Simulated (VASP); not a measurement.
# BN (Amm2) in VASP: notebook

The runs below take BN through single point, with PBE.

Program: VASP 6.6.1. These are calculated values, not measurements. Logs are shortened: lines on timing, memory, paths and dates and some standing lists are left out, and cuts for length are marked.

### Step 1. The cell of the first run

Symmetry: Amm2, No. 38, orthorhombic system. The conventional cell has a = 6.661 Å, b = 2.504 Å, c = 4.337 Å, α = 90.00°, β = 90.00°, γ = 90.00°. B (site symmetry mm2) has 3 N at 1.39 to 1.57 Å within 1.9 Å. B (site symmetry mm2) has 3 N at 1.32 to 1.51 Å within 1.8 Å. Within 1.8 Å of N (site symmetry mm2) lie 3 B at 1.32 to 1.51 Å. Within 1.9 Å of N (site symmetry mm2) lie 3 B at 1.39 to 1.57 Å.

### Step 2. Single point, PBE

INCAR

```
ALGO = Normal
EDIFF = 1E-6
ENCUT = 520
GGA = PE
ISIF = 2
ISMEAR = 0
LASPH = True
LCHARG = False
LREAL = False
LWAVE = False
NBANDS = 16
NELM = 80
PREC = Accurate
SIGMA = 0.05
```

KPOINTS

```
k-points
0
Gamma
  12 12 4
```

POSCAR

```
BN
1.0
    2.5039917043      0.0000000000      0.0000000000
   -1.2519958522      2.1685204268      0.0000000000
    0.0000000000      0.0000000000      6.6612000000
B N
2 2
Direct
    0.3333333333      0.6666666667      0.2500000000
    0.6666666667      0.3333333333      0.7500000000
    0.2756903439      0.6378451720      0.7500000000
    0.6090236773      0.3045118386      0.2500000000
```

Potentials or basis: VASP PAW PBE potentials, release 64 (B, N).

Launch:

```bash
$ cat potpaw_PBE.64/B/POTCAR potpaw_PBE.64/N/POTCAR > POTCAR
$ mpirun -np 1 vasp_std > vasp.out
```

OUTCAR:

```text
EDIFF = 1E-6
   ENCUT = 520
   GGA = PE
   ISIF = 2
   ISMEAR = 0
   LASPH = True
   LREAL = False
   NELM = 80
   PREC = Accurate

 ion  position               nearest neighbor table
   1  0.333  0.667  0.250-   4 1.39   4 1.39   4 1.57
   2  0.667  0.333  0.750-   3 1.32   3 1.51   3 1.51
   3  0.276  0.638  0.750-   2 1.32   2 1.51   2 1.51
   4  0.609  0.305  0.250-   1 1.39   1 1.39   1 1.57

  LATTYP: Found a hexagonal cell.
 ALAT       =     2.5039917043
 C/A-ratio  =     2.6602324555

  Lattice vectors:

 A1 = (   2.5039917043,   0.0000000000,   0.0000000000)
 A2 = (  -1.2519958522,   2.1685204268,   0.0000000000)
 A3 = (   0.0000000000,   0.0000000000,   6.6612000000)

Analysis of symmetry for initial positions (statically):
=====================================================================
 Subroutine PRICEL returns:
 Original cell was already a primitive cell.

 Routine SETGRP: Setting up the symmetry group for a
 hexagonal supercell.

 Subroutine GETGRP returns: Found  4 space group operations
 (whereof  2 operations were pure point group operations)
 out of a pool of 24 trial point group operations.

The static configuration has the point symmetry C_1h.
 The point group associated with its full space group is C_2v.

Analysis of symmetry for dynamics (positions and initial velocities):
=====================================================================
 Subroutine PRICEL returns:
 Original cell was already a primitive cell.

 Routine SETGRP: Setting up the symmetry group for a
 hexagonal supercell.

 Subroutine GETGRP returns: Found  4 space group operations
 (whereof  2 operations were pure point group operations)
 out of a pool of 24 trial point group operations.

The dynamic configuration has the point symmetry C_1h.
 The point group associated with its full space group is C_2v.

 Subroutine INISYM returns: Found  4 space group operations
 (whereof  2 operations are pure point group operations),
 and found     1 'primitive' translations

----------------------------------------------------------------------------------------

                                     Primitive cell

  volume of cell :      36.1700

  direct lattice vectors                    reciprocal lattice vectors
     2.503991704  0.000000000  0.000000000     0.399362345  0.230571958  0.000000000
    -1.251995852  2.168520427  0.000000000     0.000000000  0.461143915  0.000000000
     0.000000000  0.000000000  6.661200000     0.000000000  0.000000000  0.150123101

  length of vectors
     2.503991704  2.503991704  6.661200000     0.461143915  0.461143915  0.150123101

  position of ions in fractional coordinates (direct lattice)
     0.333333333  0.666666667  0.250000000
     0.666666667  0.333333333  0.750000000
     0.275690344  0.637845172  0.750000000
     0.609023677  0.304511839  0.250000000

  ion indices of the primitive-cell ions
   primitive index   ion index
                 1           1
                 2           2
                 3           3
                 4           4

----------------------------------------------------------------------------------------

 KPOINTS: k-points

Automatic generation of k-mesh.
 Grid dimensions read from file:
 generate k-points for:   12   12    4

 Generating k-lattice:

  Cartesian coordinates                     Fractional coordinates (reciprocal lattice)
     0.033280195  0.019214330  0.000000000     0.083333333 -0.000000000  0.000000000
     0.000000000  0.038428660  0.000000000     0.000000000  0.083333333  0.000000000
     0.000000000  0.000000000  0.037530775     0.000000000  0.000000000  0.250000000

  Length of vectors
     0.038428660  0.038428660  0.037530775

  Shift w.r.t. Gamma in fractional coordinates (k-lattice)
     0.000000000  0.000000000  0.000000000

 Subroutine IBZKPT returns following result:
 ===========================================

 Found    129 irreducible k-points:

 Following reciprocal coordinates:
            Coordinates               Weight
  0.000000  0.000000  0.000000      1.000000
  0.083333  0.000000  0.000000      2.000000
  0.000000  0.083333  0.000000      4.000000
  0.166667  0.000000  0.000000      2.000000
  0.000000  0.166667  0.000000      4.000000
  0.250000  0.000000  0.000000      2.000000
[... 16 lines left out ...]
 -0.083333  0.416667  0.000000      4.000000
 -0.416667  0.333333  0.000000      4.000000
 [... further k-points ...]
   k-points           NKPTS =    129   k-points in BZ     NKDIM =    129   number of bands    NBANDS=     16
   number of dos      NEDOS =    301   number of ions     NIONS =      4
   total plane-waves  NPLWV =  20000
   dimension x,y,z NGX =    20 NGY =   20 NGZ =   50
   dimension x,y,z NGXF=    40 NGYF=   40 NGZF=  100
   ions per type =               2   2
   NGX,Y,Z   is equivalent  to a cutoff of  13.28, 13.28, 12.48 a.u.
   NGXF,Y,Z  is equivalent  to a cutoff of  26.56, 26.56, 24.96 a.u.
 SYSTEM =  unknown system
   PREC   = accura    normal or accurate (medium, high low for compatibility)
   ISTART =      0    job   : 0-new  1-cont  2-samecut
   ICHARG =      2    charge: 1-file 2-atom 10-const
   ISPIN  =      1    spin polarized calculation?
   LNONCOLLINEAR =      F non collinear calculations
   LSORBIT =      F    spin-orbit coupling
   LASPH  =      T    aspherical Exc in radial PAW
   ENCUT  =  520.0 eV  38.22 Ry    6.18 a.u.   4.66  4.66 12.39*2*pi/ulx,y,z
   NELM   =     80;   NELMIN=  2; NELMDL= -5     # of ELM steps
   EDIFF  = 0.1E-05   stopping-criterion for ELM
   LREAL  =      F    real-space projection
   EDIFFG = 0.1E-04   stopping-criterion for IOM
   NSW    =      0    number of steps for IOM
   IBRION =     -1    ionic relax: 0-MD 1-quasi-New 2-CG
   NFREE  =      0    steps in history (QN), initial steepest desc. (CG)
   ISIF   =      2    stress and relaxation
   ISYM   =      2    0-nonsym 1-usesym 2-fastsym
   POTIM  = 0.5000    time-step for ionic-motion
   TEBEG  =    0.0;   TEEND  =   0.0 temperature during run
   PSTRESS=    0.0 pullay stress
   NELECT =      16.0000    total number of electrons
   NUPDOWN=      -1.0000    fix difference up-down
   EMIN   =  10.00;   EMAX   =-10.00  energy-range for DOS
   EFERMI =   0.00;   METHOD = LEGACY
   ISMEAR =     0;   SIGMA  =   0.05  broadening in eV -4-tet -1-fermi 0-gaus
   EFERMI_NEDOS =   21; number of points for ismear=-14 and -15
   IALGO  =     38    algorithm
   IMIX   =      4    mixing-type and parameters
     AMIX     =   0.40;   BMIX     =  1.00
     AMIX_MAG =   1.60;   BMIX_MAG =  1.00
  volume/ion in A,a.u.               =       9.04        61.02
  Fermi-wavevector in a.u.,A,eV,Ry     =   1.247379  2.357205 21.170055  1.555955
  Thomas-Fermi vector in A             =   2.381514
   LORBIT       =      0    0 simple, 1 ext, 2 COOP (PROOUT), +10 PAW based schemes
   GGA     = PE    functional components
   LHFCALC =     F    Hartree Fock is set to
   AEXX    =    0.0000 exact exchange contribution
   IVDW    =     0    specifies the selected vdW correction
   LEPSILON=     F    determine dielectric tensor
   LRPA    =     F    only Hartree local field effects (RPA)
 non-spin polarized calculation
 Gauss-broadening in eV      SIGMA  =   0.05
  energy-cutoff  :      520.00
  volume of cell :       36.17
 maximum number of plane-waves:       992
   NGX =  9   NGY =  9   NGZ = 25

 number of electron      15.9999998 magnetization

 Free energy of the ion-electron system (eV)
  ---------------------------------------------------
  ext. energy  EPLUGINS =         0.00000000
  ---------------------------------------------------
  free energy    TOTEN  =       -34.50436790 eV

  energy without entropy =      -34.50436790  energy(sigma->0) =      -34.50436790

 E-fermi :   2.6931     XC(G=0): -10.0400

 val. band max:        2.3724919611   @ k =   0.0000   0.0000   0.5000
 cond. band min:       6.1880305941   @ k =   0.5000   0.0000   0.5000
 fundamental gap:      3.8155386330
 Fermi energy:         2.6931382414

 k-point     1 :       0.0000    0.0000    0.0000
  band No.  band energies     occupation
      1     -15.5699      2.00000
      2     -15.2840      2.00000
      3      -3.9913      2.00000
      4      -1.9140      2.00000
      5      -0.5278      2.00000
      6      -0.4439      2.00000
[... 8 lines left out ...]
     15      15.9111      0.00000
     16      15.9712      0.00000

 k-point     2 :       0.0833    0.0000    0.0000
  band No.  band energies     occupation
      1     -15.4352      2.00000
      2     -15.1538      2.00000
      3      -3.8058      2.00000
      4      -1.7480      2.00000
      5      -0.8698      2.00000
      6      -0.7113      2.00000
[... 8 lines left out ...]
     15      15.9387      0.00000
     16      16.4289      0.00000

 k-point     3 :       0.0000    0.0833    0.0000
  band No.  band energies     occupation
      1     -15.4357      2.00000
      2     -15.1544      2.00000
      3      -3.8054      2.00000
      4      -1.7472      2.00000
      5      -0.9215      2.00000
      6      -0.7282      2.00000
[... 8 lines left out ...]
     15      15.8943      0.00000
     16      16.6172      0.00000

 k-point     4 :       0.1667    0.0000    0.0000
  band No.  band energies     occupation
      1     -15.0402      2.00000
      2     -14.7696      2.00000
      3      -3.2567      2.00000
      4      -1.9936      2.00000
      5      -1.2604      2.00000
      6      -1.1765      2.00000
[... 8 lines left out ...]
     15      16.3649      0.00000
     16      17.8759      0.00000

 k-point     5 :       0.0000    0.1667    0.0000
  band No.  band energies     occupation
      1     -15.0411      2.00000
      2     -14.7731      2.00000
      3      -3.2545      2.00000
      4      -1.9781      2.00000
      5      -1.5589      2.00000
      6      -1.2570      2.00000
[... 8 lines left out ...]
     15      16.8167      0.00000
     16      17.9157      0.00000

 k-point     6 :       0.2500    0.0000    0.0000
  band No.  band energies     occupation
      1     -14.4178      2.00000
      2     -14.1545      2.00000
      3      -3.4910      2.00000
      4      -2.3713      2.00000
      5      -2.1794      2.00000
      6      -1.7438      2.00000
[... 8 lines left out ...]
     15      17.3016      0.00000
     16      17.5405      0.00000
[... 267 lines left out ...]
 k-point    21 :      -0.3333    0.2500    0.0000
  band No.  band energies     occupation
      1     -13.9398      2.00000
      2     -13.7184      2.00000
      3      -4.1684      2.00000
      4      -3.8302      2.00000
      5      -1.6836      2.00000
      6      -1.3504      2.00000
[... 8 lines left out ...]
     15      17.1648      0.00000
     16      19.0137      0.00000

 k-point    22 :       0.3333    0.0833    0.0000
  band No.  band energies     occupation
      1     -13.1764      2.00000
      2     -12.8892      2.00000
      3      -5.6673      2.00000
      4      -4.9791      2.00000
      5      -2.7398      2.00000
      6      -1.2837      2.00000
[... 8 lines left out ...]
     15      17.4242      0.00000
     16      20.2340      0.00000

 k-point    23 :      -0.0833    0.4167    0.0000
  band No.  band energies     occupation
      1     -13.1593      2.00000
      2     -12.9332      2.00000
      3      -5.6288      2.00000
      4      -5.2676      2.00000
      5      -2.1061      2.00000
      6      -1.3429      2.00000
[... 8 lines left out ...]
     15      17.6433      0.00000
     16      20.7385      0.00000

 k-point    24 :      -0.4167    0.3333    0.0000
  band No.  band energies     occupation
      1     -13.1326      2.00000
      2     -12.9541      2.00000
      3      -5.6274      2.00000
      4      -5.2599      2.00000
      5      -2.0739      2.00000
      6      -1.4547      2.00000
[... 8 lines left out ...]
     15      17.4898      0.00000
     16      20.8533      0.00000

 [... further k-points ...]

------------------------ aborting loop because EDIFF is reached ----------------------------------------

  FORCE on cell =-STRESS in cart. coord.  units (eV):
  Direction    XX          YY          ZZ          XY          YZ          ZX
  --------------------------------------------------------------------------------------
  -------------------------------------------------------------------------------------
  Total        3.1552502      2.5447311      0.6000000      0.5287251      0.0000000      0.0000000
  in kB      139.7640622    112.7206803     26.5774262     23.4202557      0.0000000      0.0000000
  external PRESSURE =      93.0207229 kB  Pullay stress =       0.0000000 kB

 VOLUME and BASIS-vectors are now :
 -----------------------------------------------------------------------------
  energy-cutoff  :      520.00
  volume of cell :       36.17
      direct lattice vectors                 reciprocal lattice vectors
     2.503991704  0.000000000  0.000000000     0.399362345  0.230571958  0.000000000
    -1.251995852  2.168520427  0.000000000     0.000000000  0.461143915  0.000000000
     0.000000000  0.000000000  6.661200000     0.000000000  0.000000000  0.150123101

 POSITION                                       TOTAL-FORCE (eV/Angst)
 -----------------------------------------------------------------------------------
     -0.00000      1.44568      1.66530        -3.627243     -2.094190      0.000000
      1.25200      0.72284      4.99590        -5.454578     -3.149202      0.000000
     -0.10825      1.38318      4.99590         5.457019      3.150611      0.000000
      1.14374      0.66034      1.66530         3.624803      2.092781      0.000000
 -----------------------------------------------------------------------------------
    total drift:                                0.000234      0.000138      0.000000

  FREE ENERGIE OF THE ION-ELECTRON SYSTEM (eV)
  ---------------------------------------------------
  free  energy   TOTEN  =       -34.5043678975 eV

  energy  without entropy=      -34.5043678975  energy(sigma->0) =      -34.50436790
```

Wall time 49 s (1 thread of Intel Xeon 6975P-C, shared host); peak memory 0.19 GiB.

Results:

```
Free energy            : -34.5044 eV
Pressure               : 9.3 GPa
Largest force          : 6.301 eV/Å
Band gap on the k mesh : 3.82 eV, indirect (least direct gap 4.34 eV)
```

Forces on the atoms (eV/Å):
```
B   -3.627 -2.094  0.000
B   -5.455 -3.149  0.000
N    5.457  3.151  0.000
N    3.625  2.093  0.000
```

Caveat: the cell differs from its parent crystal (all N atoms moved +0.125 Å, as atom 3 towards its neighbour atom 2 (B) at 1.446 Å); this functional lacks dispersion, which binds the layers, so the pressure and a relaxed spacing across them are unreliable; forces of over 1 eV/Å act on the atoms, so gaps and moduli don't describe the material at rest.

### Step 3. Single point, PBE

INCAR

```
SYSTEM = BN
ALGO = Normal ; EDIFF = 1E-7
ENCUT = 520 ; GGA = PE
ISIF = 2 ; ISMEAR = 0
LASPH = .TRUE. ; LCHARG = .FALSE.
LREAL = .FALSE. ; LWAVE = .FALSE.
NBANDS = 16 ; NELM = 100
PREC = Accurate ; SIGMA = 0.05
```

KPOINTS

```
k-points
0
G
  12 12 4
  0 0 0
```

Edit POSCAR of step 2 so:

```diff
@@ -10,3 +10,3 @@
     0.6666666667      0.3333333333      0.7500000000
-    0.2756903439      0.6378451720      0.7500000000
-    0.6090236773      0.3045118386      0.2500000000
+    0.3045118386      0.6522559193      0.7500000000
+    0.6378451720      0.3189225860      0.2500000000
```

Potentials or basis: VASP PAW PBE potentials, release 64 (B, N).

Launch:

```bash
$ cat potpaw_PBE.64/B/POTCAR potpaw_PBE.64/N/POTCAR > POTCAR
$ mpirun -np 1 vasp_std > vasp.out
```

It took 54 s on 1 thread of Intel Xeon 6975P-C, shared host; peak memory 0.19 GiB.

It converged, with:

* Free energy: -34.9930 eV
* Pressure: 4.9 GPa
* Largest force: 2.846 eV/Å
* Band gap on the k mesh: 4.19 eV, indirect (least direct gap 4.58 eV)

Forces on the atoms (eV/Å):
```
B   -2.026 -1.170  0.000
B   -2.464 -1.422  0.000
N    2.464  1.423  0.000
N    2.026  1.170  0.000
```

Stress tensor (GPa, compression positive):
```
6.25 0.53 0.00
0.53 5.64 0.00
0.00 0.00 2.69
```

Levels at points of the mesh, in eV from the valence-band top:
```csv
k point,band 5,band 6,band 7,band 8,band 9,band 10,band 11,band 12
"(0.00, 0.00, 0.00)",-2.02,-2.00,-0.58,-0.56,5.26,10.30,10.63,10.69
"(0.50, 0.00, 0.00)",-4.49,-3.74,-1.47,-0.39,4.19,5.82,9.54,10.02
"(0.00, 0.50, 0.00)",-4.24,-3.86,-1.44,-0.42,4.27,5.71,9.45,9.86
"(0.00, 0.00, 0.50)",-2.02,-2.00,-0.58,-0.56,7.60,7.60,10.66,10.69
"(0.50, 0.00, 0.50)",-4.49,-3.74,-1.14,-0.68,4.32,5.25,9.85,10.05
"(0.00, 0.50, 0.50)",-4.24,-3.86,-1.03,-0.79,4.54,5.01,9.77,9.86
```

Caveat: the cell differs from its parent crystal (all N atoms moved +0.062 Å, as atom 3 towards its neighbour atom 2 (B) at 1.446 Å); this functional lacks dispersion, which binds the layers, so the pressure and a relaxed spacing across them are unreliable; forces of over 1 eV/Å act on the atoms, so gaps and moduli don't describe the material at rest. A k mesh can miss the band edges.
